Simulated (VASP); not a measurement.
# Ta (Im-3m) in VASP: further runs

Ta is run at these levels: PBE, PBEsol; tasks: single point.

Program: VASP 6.6.1. These are calculated values, not measurements. Logs are shortened: lines on timing, memory, paths and dates and some standing lists are left out, and cuts for length are marked.

## Step 1: The cell of the first run

Symmetry: Im-3m, No. 229, cubic system. Conventional cell: a = 3.319 Å, b = 3.319 Å, c = 3.319 Å, α = 90.00°, β = 90.00°, γ = 90.00°. Ta (site symmetry m-3m) has 14 Ta at 2.87 to 3.32 Å within 3.8 Å.

## Step 2: Single point, PBE

File INCAR:

```
SYSTEM = Ta
PREC = Accurate ; ENCUT = 520
EDIFF = 1E-6 ; ISMEAR = 1
SIGMA = 0.1 ; LREAL = .FALSE.
LASPH = .TRUE. ; NELM = 80
ALGO = Normal ; ISIF = 2
LWAVE = .FALSE. ; LCHARG = .FALSE.
GGA = PE ; NBANDS = 12
```

File KPOINTS:

```
Automatic mesh
0
G
  34 34 34
  0 0 0
```

File POSCAR:

```
Ta
1.0
   -1.6596956330      1.6596956330      1.6596956330
    1.6596956330     -1.6596956330      1.6596956330
    1.6596956330      1.6596956330     -1.6596956330
Ta
1
Direct
    0.0000000000      0.0000000000      0.0000000000
```

Potentials or basis: VASP PAW PBE potentials, release 64 (Ta_pv).

Started as:

```console
> cat potpaw_PBE.64/Ta_pv/POTCAR > POTCAR
> mpirun -np 1 vasp_std > vasp.out
```

OUTCAR:

```text
SYSTEM = Ta
   PREC = Accurate
   ENCUT = 520
   EDIFF = 1E-6
   ISMEAR = 1
   LREAL = .FALSE.
   LASPH = .TRUE.
   NELM = 80
   ISIF = 2
   GGA = PE

 ion  position               nearest neighbor table
   1  0.000  0.000  0.000-

  LATTYP: Found a body centered cubic cell.
 ALAT       =     3.3193912660

  Lattice vectors:

 A1 = (  -1.6596956330,   1.6596956330,   1.6596956330)
 A2 = (   1.6596956330,  -1.6596956330,   1.6596956330)
 A3 = (   1.6596956330,   1.6596956330,  -1.6596956330)

Analysis of symmetry for initial positions (statically):
=====================================================================
 Subroutine PRICEL returns:
 Original cell was already a primitive cell.

 Routine SETGRP: Setting up the symmetry group for a
 body centered cubic supercell.

 Subroutine GETGRP returns: Found 48 space group operations
 (whereof 48 operations were pure point group operations)
 out of a pool of 48 trial point group operations.

The static configuration has the point symmetry O_h .

Analysis of symmetry for dynamics (positions and initial velocities):
=====================================================================
 Subroutine PRICEL returns:
 Original cell was already a primitive cell.

 Routine SETGRP: Setting up the symmetry group for a
 body centered cubic supercell.

 Subroutine GETGRP returns: Found 48 space group operations
 (whereof 48 operations were pure point group operations)
 out of a pool of 48 trial point group operations.

The dynamic configuration has the point symmetry O_h .

 Subroutine INISYM returns: Found 48 space group operations
 (whereof 48 operations are pure point group operations),
 and found     1 'primitive' translations

----------------------------------------------------------------------------------------

                                     Primitive cell

  volume of cell :      18.2871

  direct lattice vectors                    reciprocal lattice vectors
    -1.659695633  1.659695633  1.659695633     0.000000000  0.301260056  0.301260056
     1.659695633 -1.659695633  1.659695633     0.301260056  0.000000000  0.301260056
     1.659695633  1.659695633 -1.659695633     0.301260056  0.301260056  0.000000000

  length of vectors
     2.874677161  2.874677161  2.874677161     0.426046058  0.426046058  0.426046058

  position of ions in fractional coordinates (direct lattice)
     0.000000000  0.000000000  0.000000000

  ion indices of the primitive-cell ions
   primitive index   ion index
                 1           1

----------------------------------------------------------------------------------------

 KPOINTS: Automatic mesh

Automatic generation of k-mesh.
 Grid dimensions read from file:
 generate k-points for:   34   34   34

 Generating k-lattice:

  Cartesian coordinates                     Fractional coordinates (reciprocal lattice)
     0.000000000  0.008860590  0.008860590     0.029411765  0.000000000  0.000000000
     0.008860590  0.000000000  0.008860590     0.000000000  0.029411765  0.000000000
     0.008860590  0.008860590  0.000000000     0.000000000  0.000000000  0.029411765

  Length of vectors
     0.012530766  0.012530766  0.012530766

  Shift w.r.t. Gamma in fractional coordinates (k-lattice)
     0.000000000  0.000000000  0.000000000

 Subroutine IBZKPT returns following result:
 ===========================================

 Found   1059 irreducible k-points:

 Following reciprocal coordinates:
            Coordinates               Weight
  0.000000  0.000000  0.000000      1.000000
  0.029412  0.000000  0.000000     12.000000
  0.058824  0.000000  0.000000     12.000000
  0.088235  0.000000  0.000000     12.000000
  0.117647  0.000000  0.000000     12.000000
  0.147059  0.000000  0.000000     12.000000
[... 16 lines left out ...]
  0.147059  0.029412  0.000000     48.000000
  0.176471  0.029412  0.000000     48.000000
 [... further k-points ...]
   k-points           NKPTS =   1059   k-points in BZ     NKDIM =   1059   number of bands    NBANDS=     12
   number of dos      NEDOS =    301   number of ions     NIONS =      1
   total plane-waves  NPLWV =  13824
   dimension x,y,z NGX =    24 NGY =   24 NGZ =   24
   dimension x,y,z NGXF=    48 NGYF=   48 NGZF=   48
   ions per type =               1
   NGX,Y,Z   is equivalent  to a cutoff of  13.88, 13.88, 13.88 a.u.
   NGXF,Y,Z  is equivalent  to a cutoff of  27.76, 27.76, 27.76 a.u.
 SYSTEM =  Ta
   PREC   = accura    normal or accurate (medium, high low for compatibility)
   ISTART =      0    job   : 0-new  1-cont  2-samecut
   ICHARG =      2    charge: 1-file 2-atom 10-const
   ISPIN  =      1    spin polarized calculation?
   LNONCOLLINEAR =      F non collinear calculations
   LSORBIT =      F    spin-orbit coupling
   LASPH  =      T    aspherical Exc in radial PAW
   ENCUT  =  520.0 eV  38.22 Ry    6.18 a.u.   5.34  5.34  5.34*2*pi/ulx,y,z
   NELM   =     80;   NELMIN=  2; NELMDL= -5     # of ELM steps
   EDIFF  = 0.1E-05   stopping-criterion for ELM
   LREAL  =      F    real-space projection
   EDIFFG = 0.1E-04   stopping-criterion for IOM
   NSW    =      0    number of steps for IOM
   IBRION =     -1    ionic relax: 0-MD 1-quasi-New 2-CG
   NFREE  =      0    steps in history (QN), initial steepest desc. (CG)
   ISIF   =      2    stress and relaxation
   ISYM   =      2    0-nonsym 1-usesym 2-fastsym
   POTIM  = 0.5000    time-step for ionic-motion
   TEBEG  =    0.0;   TEEND  =   0.0 temperature during run
   PSTRESS=    0.0 pullay stress
   NELECT =      11.0000    total number of electrons
   NUPDOWN=      -1.0000    fix difference up-down
   EMIN   =  10.00;   EMAX   =-10.00  energy-range for DOS
   EFERMI =   0.00;   METHOD = LEGACY
   ISMEAR =     1;   SIGMA  =   0.10  broadening in eV -4-tet -1-fermi 0-gaus
   EFERMI_NEDOS =   21; number of points for ismear=-14 and -15
   IALGO  =     38    algorithm
   IMIX   =      4    mixing-type and parameters
     AMIX     =   0.40;   BMIX     =  1.00
     AMIX_MAG =   1.60;   BMIX_MAG =  1.00
  volume/ion in A,a.u.               =      18.29       123.41
  Fermi-wavevector in a.u.,A,eV,Ry     =   1.381945  2.611496 25.984008  1.909771
  Thomas-Fermi vector in A             =   2.506682
   LORBIT       =      0    0 simple, 1 ext, 2 COOP (PROOUT), +10 PAW based schemes
   GGA     = PE    functional components
   LHFCALC =     F    Hartree Fock is set to
   AEXX    =    0.0000 exact exchange contribution
   IVDW    =     0    specifies the selected vdW correction
   LEPSILON=     F    determine dielectric tensor
   LRPA    =     F    only Hartree local field effects (RPA)
 non-spin polarized calculation
 Methfessel and Paxton  Order N= 1 SIGMA  =   0.10
  energy-cutoff  :      520.00
  volume of cell :       18.29
 maximum number of plane-waves:       531
 NGX is ok and might be reduce to    24
   NGX = 11   NGY = 11   NGZ = 11

 number of electron      11.0000001 magnetization

 Free energy of the ion-electron system (eV)
  ---------------------------------------------------
  ext. energy  EPLUGINS =         0.00000000
  ---------------------------------------------------
  free energy    TOTEN  =       -11.81235239 eV

  energy without entropy =      -11.81246938  energy(sigma->0) =      -11.81239138

 E-fermi :   5.3549     XC(G=0): -12.5411

 val. band max:        5.3534282320   @ k =  -0.2353   0.2353   0.0588
 cond. band min:       5.3565723155   @ k =  -0.1765   0.2353   0.0588
 fundamental gap:      0.0031440835
 Fermi energy:         5.3549020731

 k-point     1 :       0.0000    0.0000    0.0000
  band No.  band energies     occupation
      1     -27.7709      2.00000
      2     -27.7709      2.00000
      3     -27.7709      2.00000
      4      -2.4938      2.00000
      5       6.0967     -0.00000
      6       6.0967     -0.00000
      7       6.0967     -0.00000
      8       9.3164      0.00000
      9       9.3164      0.00000
     10      20.0050      0.00000
     11      20.3034      0.00000
     12      20.3034      0.00000

 k-point     2 :       0.0294    0.0000    0.0000
  band No.  band energies     occupation
      1     -27.7812      2.00000
      2     -27.7741      2.00000
      3     -27.7709      2.00000
      4      -2.4555      2.00000
      5       6.0715     -0.00000
      6       6.0904     -0.00000
      7       6.1340     -0.00000
      8       9.2732      0.00000
      9       9.3164      0.00000
     10      20.3387      0.00000
     11      20.3707      0.00000
     12      20.4064      0.00000

 k-point     3 :       0.0588    0.0000    0.0000
  band No.  band energies     occupation
      1     -27.8118      2.00000
      2     -27.7835      2.00000
      3     -27.7711      2.00000
      4      -2.3416      2.00000
      5       5.9977     -0.00000
      6       6.0685     -0.00000
      7       6.2454     -0.00000
      8       9.1552      0.00000
      9       9.3168      0.00000
     10      20.0050      0.00000
     11      20.4404      0.00000
     12      20.5706      0.00000
[... 286 lines left out ...]
 k-point    23 :       0.1471    0.0294    0.0000
  band No.  band energies     occupation
      1     -28.0586      2.00000
      2     -27.8574      2.00000
      3     -27.7761      2.00000
      4      -1.3898      2.00000
      5       5.4494     -0.03677
      6       5.7269     -0.00000
      7       7.2383     -0.00000
      8       8.6259      0.00000
      9       9.3831      0.00000
     10      20.0041      0.00000
     11      21.0198      0.00000
     12      22.2227      0.00000

 k-point    24 :       0.1765    0.0294    0.0000
  band No.  band energies     occupation
      1     -28.1530      2.00000
      2     -27.8881      2.00000
      3     -27.7767      2.00000
      4      -1.0120      2.00000
      5       5.2466      2.06347
      6       5.5640     -0.01179
      7       7.6620      0.00000
      8       8.5897      0.00000
      9       9.4225      0.00000
     10      20.0035      0.00000
     11      21.0225      0.00000
     12      22.6292      0.00000

 [... further k-points ...]
[... 5 lines left out ...]
  --------------------------------------------------------------------------------------
  -------------------------------------------------------------------------------------
  Total        0.0087990      0.0087990      0.0087990     -0.0000000     -0.0000000      0.0000000
  in kB        0.7709031      0.7709031      0.7709031     -0.0000000     -0.0000000      0.0000000
  external PRESSURE =       0.7709031 kB  Pullay stress =       0.0000000 kB

 VOLUME and BASIS-vectors are now :
 -----------------------------------------------------------------------------
  energy-cutoff  :      520.00
  volume of cell :       18.29
      direct lattice vectors                 reciprocal lattice vectors
    -1.659695633  1.659695633  1.659695633     0.000000000  0.301260056  0.301260056
     1.659695633 -1.659695633  1.659695633     0.301260056  0.000000000  0.301260056
     1.659695633  1.659695633 -1.659695633     0.301260056  0.301260056  0.000000000

 POSITION                                       TOTAL-FORCE (eV/Angst)
 -----------------------------------------------------------------------------------
      0.00000      0.00000      0.00000         0.000000     -0.000000      0.000000
 -----------------------------------------------------------------------------------
    total drift:                               -0.000000     -0.000000      0.000000

  FREE ENERGIE OF THE ION-ELECTRON SYSTEM (eV)
  ---------------------------------------------------
  free  energy   TOTEN  =       -11.8123523851 eV

  energy  without entropy=      -11.8124693792  energy(sigma->0) =      -11.81239138
```

Wall time 1.7 min (1 thread of AMD EPYC 9R45 (Zen 5), shared host); peak memory 0.31 GiB.

Results:

```
Free energy            : -11.8124 eV
Pressure               : 0.1 GPa
Band gap on the k mesh : zero (an odd number of electrons rules out a gap without spin polarisation)
```

Caveat: spin-orbit coupling is left out, which moves the levels of the heavy elements.

## Step 3: Single point, PBEsol, non-collinear spin, zero start, spin-orbit coupling

This run uses another cell than the first one, of 17.68 Å³/atom.

File INCAR:

```
PREC = Accurate
ENCUT = 520
EDIFF = 1E-6
ISMEAR = 1
SIGMA = 0.1
LREAL = False
LASPH = True
NELM = 150
ALGO = Normal
ISIF = 2
LWAVE = False
LCHARG = False
MAGMOM = 0 0 0
LORBIT = 11
LSORBIT = True
GGA_COMPAT = False
LORBMOM = True
LMAXMIX = 4
GGA = PS
NBANDS = 22
```

File KPOINTS:

```
Automatic mesh
0
Gamma
  23 23 23
```

File POSCAR:

```
Ta
1.0
   -1.6411286670      1.6411286670      1.6411286670
    1.6411286670     -1.6411286670      1.6411286670
    1.6411286670      1.6411286670     -1.6411286670
Ta
1
Direct
    0.0000000000      0.0000000000      0.0000000000
```

Potentials or basis: VASP PAW PBE potentials, release 64 (Ta_pv).

Started as:

```console
> cat potpaw_PBE.64/Ta_pv/POTCAR > POTCAR
> mpirun -np 1 vasp_ncl > vasp.out
```

Wall time 2.9 min (1 thread of AMD EPYC 9R45 (Zen 5), shared host); peak memory 0.31 GiB.

The run converged. Its results:

```yaml
Free_energy: -13.2672 eV
Pressure: 0.0 GPa
Net_moment: 0.00 μB per cell
Valence_electrons_inside_the_program's_atomic_spheres: Ta 8.98
```

Moments on the atoms (μB; x, y, z):
```
Ta  0.00 0.00 0.00
```

Caveat: the PAW data sets were made with another functional, which shifts forces and pressure a little.
